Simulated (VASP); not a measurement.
# Zr (P6_3/mmc) in VASP: a series of runs

Runs on Zr. Level: PBE. Tasks: single point.

Everything below comes from runs of VASP 6.6.1. Logs are shortened: lines on timing, memory, paths and dates and some standing lists are left out, and cuts for length are marked.

## Step 1: The cell of the first run

The structure is hexagonal, space group P6_3/mmc (No. 194). Conventional cell: a = 3.018 Å, b = 3.018 Å, c = 4.980 Å, α = 90.00°, β = 90.00°, γ = 120.00°. Within 4.0 Å of Zr (site symmetry -6m2) lie 12 Zr at 3.02 to 3.04 Å.

## Step 2: Single point, PBE (19.64 Å³/atom)

Contents of INCAR:

```
  PREC = Accurate
  ENCUT = 520
  EDIFF = 1E-7
  ISMEAR = -1
  SIGMA = 0.05
  LREAL = F
  LASPH = T
  NELM = 100
  ALGO = Normal
  ISIF = 2
  LWAVE = F
  LCHARG = F
  GGA = PE
  NBANDS = 19
```

Contents of KPOINTS:

```
regular mesh
0
Gamma
  15 15 8
```

Contents of POSCAR:

```
Zr
1.0
    3.0181728113      0.0000000000      0.0000000000
   -1.5090864056      2.6138143276      0.0000000000
    0.0000000000      0.0000000000      4.9800217058
Zr
2
Direct
    0.3333333333      0.6666666667      0.2500000000
    0.6666666667      0.3333333333      0.7500000000
```

Potentials or basis: VASP PAW PBE potentials, release 64 (Zr_sv).

Command:

```console
$ cat potpaw_PBE.64/Zr_sv/POTCAR > POTCAR
$ mpirun -np 1 vasp_std > vasp.out
```

OUTCAR:

```text
PREC = Accurate
   ENCUT = 520
   EDIFF = 1E-7
   ISMEAR = -1
   LREAL = F
   LASPH = T
   NELM = 100
   ISIF = 2
   GGA = PE

 ion  position               nearest neighbor table
   1  0.333  0.667  0.250-   2 3.04   2 3.04   2 3.04   2 3.04   2 3.04   2 3.04
   2  0.667  0.333  0.750-   1 3.04   1 3.04   1 3.04   1 3.04   1 3.04   1 3.04

  LATTYP: Found a hexagonal cell.
 ALAT       =     3.0181728113
 C/A-ratio  =     1.6500121157

  Lattice vectors:

 A1 = (   3.0181728113,   0.0000000000,   0.0000000000)
 A2 = (  -1.5090864056,   2.6138143276,   0.0000000000)
 A3 = (   0.0000000000,   0.0000000000,   4.9800217058)

Analysis of symmetry for initial positions (statically):
=====================================================================
 Subroutine PRICEL returns:
 Original cell was already a primitive cell.

 Routine SETGRP: Setting up the symmetry group for a
 hexagonal supercell.

 Subroutine GETGRP returns: Found 24 space group operations
 (whereof 12 operations were pure point group operations)
 out of a pool of 24 trial point group operations.

The static configuration has the point symmetry D_3d.
 The point group associated with its full space group is D_6h.

Analysis of symmetry for dynamics (positions and initial velocities):
=====================================================================
 Subroutine PRICEL returns:
 Original cell was already a primitive cell.

 Routine SETGRP: Setting up the symmetry group for a
 hexagonal supercell.

 Subroutine GETGRP returns: Found 24 space group operations
 (whereof 12 operations were pure point group operations)
 out of a pool of 24 trial point group operations.

The dynamic configuration has the point symmetry D_3d.
 The point group associated with its full space group is D_6h.

 Subroutine INISYM returns: Found 24 space group operations
 (whereof 12 operations are pure point group operations),
 and found     1 'primitive' translations

----------------------------------------------------------------------------------------

                                     Primitive cell

  volume of cell :      39.2871

  direct lattice vectors                    reciprocal lattice vectors
     3.018172811  0.000000000  0.000000000     0.331326290  0.191291323  0.000000000
    -1.509086406  2.613814328  0.000000000     0.000000000  0.382582645  0.000000000
     0.000000000  0.000000000  4.980021706     0.000000000  0.000000000  0.200802338

  length of vectors
     3.018172811  3.018172811  4.980021706     0.382582645  0.382582645  0.200802338

  position of ions in fractional coordinates (direct lattice)
     0.333333333  0.666666667  0.250000000
     0.666666667  0.333333333  0.750000000

  ion indices of the primitive-cell ions
   primitive index   ion index
                 1           1
                 2           2

----------------------------------------------------------------------------------------

 KPOINTS: regular mesh

Automatic generation of k-mesh.
 Grid dimensions read from file:
 generate k-points for:   15   15    8

 Generating k-lattice:

  Cartesian coordinates                     Fractional coordinates (reciprocal lattice)
     0.022088419  0.012752755  0.000000000     0.066666667  0.000000000  0.000000000
     0.000000000  0.025505510  0.000000000     0.000000000  0.066666667  0.000000000
     0.000000000  0.000000000  0.025100292     0.000000000  0.000000000  0.125000000

  Length of vectors
     0.025505510  0.025505510  0.025100292

  Shift w.r.t. Gamma in fractional coordinates (k-lattice)
     0.000000000  0.000000000  0.000000000

 Subroutine IBZKPT returns following result:
 ===========================================

 Found    135 irreducible k-points:

 Following reciprocal coordinates:
            Coordinates               Weight
  0.000000  0.000000  0.000000      1.000000
  0.066667  0.000000  0.000000      6.000000
  0.133333  0.000000  0.000000      6.000000
  0.200000  0.000000  0.000000      6.000000
  0.266667  0.000000  0.000000      6.000000
  0.333333  0.000000  0.000000      6.000000
[... 16 lines left out ...]
  0.333333  0.200000  0.000000     12.000000
  0.400000  0.200000  0.000000      6.000000
 [... further k-points ...]
   k-points           NKPTS =    135   k-points in BZ     NKDIM =    135   number of bands    NBANDS=     19
   number of dos      NEDOS =    301   number of ions     NIONS =      2
   total plane-waves  NPLWV =  23040
   dimension x,y,z NGX =    24 NGY =   24 NGZ =   40
   dimension x,y,z NGXF=    48 NGYF=   48 NGZF=   80
   ions per type =               2
   NGX,Y,Z   is equivalent  to a cutoff of  13.22, 13.22, 13.35 a.u.
   NGXF,Y,Z  is equivalent  to a cutoff of  26.44, 26.44, 26.71 a.u.
 SYSTEM =  unknown system
   PREC   = accura    normal or accurate (medium, high low for compatibility)
   ISTART =      0    job   : 0-new  1-cont  2-samecut
   ICHARG =      2    charge: 1-file 2-atom 10-const
   ISPIN  =      1    spin polarized calculation?
   LNONCOLLINEAR =      F non collinear calculations
   LSORBIT =      F    spin-orbit coupling
   LASPH  =      T    aspherical Exc in radial PAW
   ENCUT  =  520.0 eV  38.22 Ry    6.18 a.u.   5.61  5.61  9.26*2*pi/ulx,y,z
   NELM   =    100;   NELMIN=  2; NELMDL= -5     # of ELM steps
   EDIFF  = 0.1E-06   stopping-criterion for ELM
   LREAL  =      F    real-space projection
   EDIFFG = 0.1E-05   stopping-criterion for IOM
   NSW    =      0    number of steps for IOM
   IBRION =     -1    ionic relax: 0-MD 1-quasi-New 2-CG
   NFREE  =      0    steps in history (QN), initial steepest desc. (CG)
   ISIF   =      2    stress and relaxation
   ISYM   =      2    0-nonsym 1-usesym 2-fastsym
   POTIM  = 0.5000    time-step for ionic-motion
   TEBEG  =    0.0;   TEEND  =   0.0 temperature during run
   PSTRESS=    0.0 pullay stress
   NELECT =      24.0000    total number of electrons
   NUPDOWN=      -1.0000    fix difference up-down
   EMIN   =  10.00;   EMAX   =-10.00  energy-range for DOS
   EFERMI =   0.00;   METHOD = LEGACY
   ISMEAR =    -1;   SIGMA  =   0.05  broadening in eV -4-tet -1-fermi 0-gaus
   EFERMI_NEDOS =   21; number of points for ismear=-14 and -15
   IALGO  =     38    algorithm
   IMIX   =      4    mixing-type and parameters
     AMIX     =   0.40;   BMIX     =  1.00
     AMIX_MAG =   1.60;   BMIX_MAG =  1.00
  volume/ion in A,a.u.               =      19.64       132.56
  Fermi-wavevector in a.u.,A,eV,Ry     =   1.389084  2.624988 26.253186  1.929555
  Thomas-Fermi vector in A             =   2.513149
   LORBIT       =      0    0 simple, 1 ext, 2 COOP (PROOUT), +10 PAW based schemes
   GGA     = PE    functional components
   LHFCALC =     F    Hartree Fock is set to
   AEXX    =    0.0000 exact exchange contribution
   IVDW    =     0    specifies the selected vdW correction
   LEPSILON=     F    determine dielectric tensor
   LRPA    =     F    only Hartree local field effects (RPA)
 non-spin polarized calculation
  energy-cutoff  :      520.00
  volume of cell :       39.29
 maximum number of plane-waves:      1099
 NGX is ok and might be reduce to    24
   NGX = 11   NGY = 11   NGZ = 19

 number of electron      24.0000000 magnetization

 Free energy of the ion-electron system (eV)
  ---------------------------------------------------
  ext. energy  EPLUGINS =         0.00000000
  ---------------------------------------------------
  free energy    TOTEN  =       -16.60589100 eV

  energy without entropy =      -16.59077481  energy(sigma->0) =      -16.59833290

 E-fermi :  11.0136     XC(G=0): -11.8777

 val. band max:       11.0073646741   @ k =   0.2000   0.0667   0.3750
 cond. band min:      11.0237570479   @ k =   0.4000   0.0000   0.0000
 fundamental gap:      0.0163923738
 Fermi energy:        11.0136467791

 k-point     1 :       0.0000    0.0000    0.0000
  band No.  band energies     occupation
      1     -37.5431      2.00000
      2     -37.2734      2.00000
      3     -16.3654      2.00000
      4     -14.9130      2.00000
      5     -14.9130      2.00000
      6     -14.7729      2.00000
[... 11 lines left out ...]
     18      13.7750      0.00000
     19      16.3573      0.00000

 k-point     2 :       0.0667    0.0000    0.0000
  band No.  band energies     occupation
      1     -37.5324      2.00000
      2     -37.2678      2.00000
      3     -16.3426      2.00000
      4     -14.9721      2.00000
      5     -14.9310      2.00000
      6     -14.7808      2.00000
[... 11 lines left out ...]
     18      13.6281      0.00000
     19      16.4641      0.00000

 k-point     3 :       0.1333    0.0000    0.0000
  band No.  band energies     occupation
      1     -37.5019      2.00000
      2     -37.2521      2.00000
      3     -16.2761      2.00000
      4     -15.1383      2.00000
      5     -14.9802      2.00000
      6     -14.9477      2.00000
[... 11 lines left out ...]
     18      13.2799      0.00000
     19      16.7007      0.00000

 k-point     4 :       0.2000    0.0000    0.0000
  band No.  band energies     occupation
      1     -37.4555      2.00000
      2     -37.2299      2.00000
      3     -16.1718      2.00000
      4     -15.3805      2.00000
      5     -15.1833      2.00000
      6     -15.0497      2.00000
[... 11 lines left out ...]
     18      13.9440      0.00000
     19      16.9409      0.00000

 k-point     5 :       0.2667    0.0000    0.0000
  band No.  band energies     occupation
      1     -37.3999      2.00000
      2     -37.2061      2.00000
      3     -16.0393      2.00000
      4     -15.6538      2.00000
      5     -15.4409      2.00000
      6     -15.1260      2.00000
[... 11 lines left out ...]
     18      14.8112      0.00000
     19      17.1218      0.00000
[... 334 lines left out ...]
      2     -37.1820      2.00000
      3     -15.8552      2.00000
      4     -15.7828      2.00000
      5     -15.7434      2.00000
      6     -15.2556      2.00000
[... 11 lines left out ...]
     18      16.7332      0.00000
     19      16.8097      0.00000

 k-point    22 :       0.2667    0.2000    0.0000
  band No.  band energies     occupation
      1     -37.2815      2.00000
      2     -37.1724      2.00000
      3     -15.9409      2.00000
      4     -15.8127      2.00000
      5     -15.7172      2.00000
      6     -15.3828      2.00000
[... 11 lines left out ...]
     18      16.6451      0.00000
     19      17.9713      0.00000

 k-point    23 :       0.3333    0.2000    0.0000
  band No.  band energies     occupation
      1     -37.2440      2.00000
      2     -37.1710      2.00000
      3     -16.0481      2.00000
      4     -15.8338      2.00000
      5     -15.5922      2.00000
      6     -15.4963      2.00000
[... 11 lines left out ...]
     18      16.7133      0.00000
     19      18.8685      0.00000

 k-point    24 :       0.4000    0.2000    0.0000
  band No.  band energies     occupation
      1     -37.2280      2.00000
      2     -37.1733      2.00000
      3     -16.0854      2.00000
      4     -15.8336      2.00000
      5     -15.5449      2.00000
      6     -15.5316      2.00000
[... 11 lines left out ...]
     18      16.6450      0.00000
     19      19.0952      0.00000

 [... further k-points ...]

------------------------ aborting loop because EDIFF is reached ----------------------------------------

  FORCE on cell =-STRESS in cart. coord.  units (eV):
  Direction    XX          YY          ZZ          XY          YZ          ZX
  --------------------------------------------------------------------------------------
  -------------------------------------------------------------------------------------
  Total        5.1665649      5.1665649      5.1552467      0.0000000      0.0000000      0.0000000
  in kB      210.6989635    210.6989635    210.2373918      0.0000000      0.0000000      0.0000000
  external PRESSURE =     210.5451063 kB  Pullay stress =       0.0000000 kB

 VOLUME and BASIS-vectors are now :
 -----------------------------------------------------------------------------
  energy-cutoff  :      520.00
  volume of cell :       39.29
      direct lattice vectors                 reciprocal lattice vectors
     3.018172811  0.000000000  0.000000000     0.331326290  0.191291323  0.000000000
    -1.509086406  2.613814328  0.000000000     0.000000000  0.382582645  0.000000000
     0.000000000  0.000000000  4.980021706     0.000000000  0.000000000  0.200802338

 POSITION                                       TOTAL-FORCE (eV/Angst)
 -----------------------------------------------------------------------------------
     -0.00000      1.74254      1.24501         0.000000      0.000000      0.000000
      1.50909      0.87127      3.73502        -0.000000      0.000000      0.000000
 -----------------------------------------------------------------------------------
    total drift:                               -0.000000      0.000000     -0.000000

  FREE ENERGIE OF THE ION-ELECTRON SYSTEM (eV)
  ---------------------------------------------------
  free  energy   TOTEN  =       -16.6058909966 eV

  energy  without entropy=      -16.5907748094  energy(sigma->0) =      -16.59833290
```

Run time: 82 s. Hardware: 1 thread of Intel Xeon 8259CL, shared host; peak memory 0.22 GiB.

Results:

| Quantity | Value |
| --- | --- |
| Free energy | -16.6059 eV |
| Pressure | 21.1 GPa |
| Band gap on the k mesh | zero (bands 12 and 13 overlap by 1.46 eV) |

Levels at points of the mesh, in eV from the Fermi level:
```tsv
k point	band 10	band 11	band 12	band 13	band 14	band 15
(0.00, 0.00, 0.00)	-3.49	0.71	0.94	0.94	1.66	1.71
(0.00, 0.00, 0.50)	-4.03	-0.13	-0.13	0.90	0.90	0.90
```

Caveat: the cell stands under pressure.

## Step 3: Single point, PBE (21.51 Å³/atom)

This run uses another cell than the first one, of 21.51 Å³/atom.

Contents of INCAR:

```
SYSTEM = Zr
PREC = Accurate
ENCUT = 520
EDIFF = 1E-6
ISMEAR = -1
SIGMA = 0.05
LREAL = .False.
LASPH = .True.
NELM = 80
ALGO = Normal
ISIF = 2
LWAVE = .False.
LCHARG = .False.
GGA = PE
NBANDS = 19
```

Contents of KPOINTS:

```
Automatic mesh
0
Gamma
  15 15 8
  0 0 0
```

Contents of POSCAR:

```
Zr
1.0
    3.1321428636      0.0000000000      0.0000000000
   -1.5660714318      2.7125152881      0.0000000000
    0.0000000000      0.0000000000      5.0645965655
Zr
2
Direct
    0.3333333333      0.6666666667      0.2500000000
    0.6666666667      0.3333333333      0.7500000000
```

Potentials or basis: VASP PAW PBE potentials, release 64 (Zr_sv).

Command:

```console
$ cat potpaw_PBE.64/Zr_sv/POTCAR > POTCAR
$ mpirun -np 1 vasp_std > vasp.out
```

Run time: 26 s. Hardware: 1 thread of Intel Xeon 6975P-C (Granite Rapids), shared host; peak memory 0.22 GiB.

The run converged. Its results:

| Property | Result |
| --- | --- |
| Free energy | -16.9495 eV |
| Pressure | 8.9 GPa |
| Band gap on the k mesh | zero (bands 12 and 13 overlap by 1.38 eV) |

Levels at points of the mesh, in eV from the Fermi level:
| k point | band 8 | band 9 | band 10 | band 11 | band 12 | band 13 | band 14 | band 15 | band 16 | band 17 |
| --- | --- | --- | --- | --- | --- | --- | --- | --- | --- | --- |
| (0.00, 0.00, 0.00) | -26.08 | -5.79 | -3.26 | 0.89 | 0.89 | 0.89 | 1.37 | 1.62 | 1.62 | 2.39 |
| (0.00, 0.00, 0.50) | -26.17 | -4.02 | -4.02 | -0.04 | -0.04 | 0.82 | 0.82 | 0.82 | 0.82 | 4.29 |

Caveat: the cell stands under pressure.

(Part 1 of 2 ends here.)
